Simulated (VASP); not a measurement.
Set up this calculation in VASP 6.6.1, as the native input.

```
Task                   : single point
Functional             : PBE
Potentials or basis    : VASP PAW PBE potentials, release 64 (Be, Cd, S)
Cutoff                 : 520 eV
k mesh                 : 6 × 6 × 2
Occupations            : gaussian, width 0.1 eV
Spin                   : no spin polarisation
Dipole correction      : no
Further INCAR settings : ALGO = Normal; EDIFF = 1e-06; NBANDS = 22
```

The structure of Be2CdS2 lies in POSCAR:

```
Be2CdS2
1.0
    3.7726590800      0.0000000000      0.0000000000
   -1.8863295400      3.2672186100      0.0000000000
    0.0000000000      0.0000000000      8.1387649700
Be Cd S
2 1 2
Direct
    0.3333333300      0.6666666700      0.5000000000
    0.6666666700      0.3333333300      0.5000000000
    0.0000000000      0.0000000000      0.5000000000
    0.0000000000      0.0000000000      0.2458525400
    0.0000000000      0.0000000000      0.7541474600
```

One way to write it, as run:

INCAR

```
SYSTEM = Be2CdS2
  ALGO = Normal
  EDIFF = 1E-6
  ENCUT = 520
  GGA = PE
  ISIF = 2
  ISMEAR = 0
  LASPH = .TRUE.
  LCHARG = .FALSE.
  LREAL = .FALSE.
  LWAVE = .FALSE.
  NBANDS = 22
  NELM = 60
  PREC = Accurate
  SIGMA = 0.1
```

KPOINTS

```
k-points
0
G
  6 6 2
  0 0 0
```

Potentials or basis: VASP PAW PBE potentials, release 64 (Be, Cd, S).

The run is started by

```console
$ cat potpaw_PBE.64/Be/POTCAR potpaw_PBE.64/Cd/POTCAR potpaw_PBE.64/S/POTCAR > POTCAR
$ mpirun -np 1 vasp_std > vasp.out
```

It gave:

```json
{
 "Pressure": "27.3 GPa",
 "Largest force": "6.567 eV/Å",
 "Band gap on the k mesh": "zero (band 14 reaches 3.37 eV, above the bottom of band 15 at 1.25 eV)"
}
```

Caveat: the k points lie up to 0.39 Å⁻¹ apart; forces of over 1 eV/Å act on the atoms, so gaps and moduli don't describe the material at rest.

Wall time 47 s on 1 thread of Intel(R) Xeon(R) Platinum 8259CL CPU @ 2.50GHz (Skylake/Cascade Lake), on a shared host, peak memory 0.22 GiB.
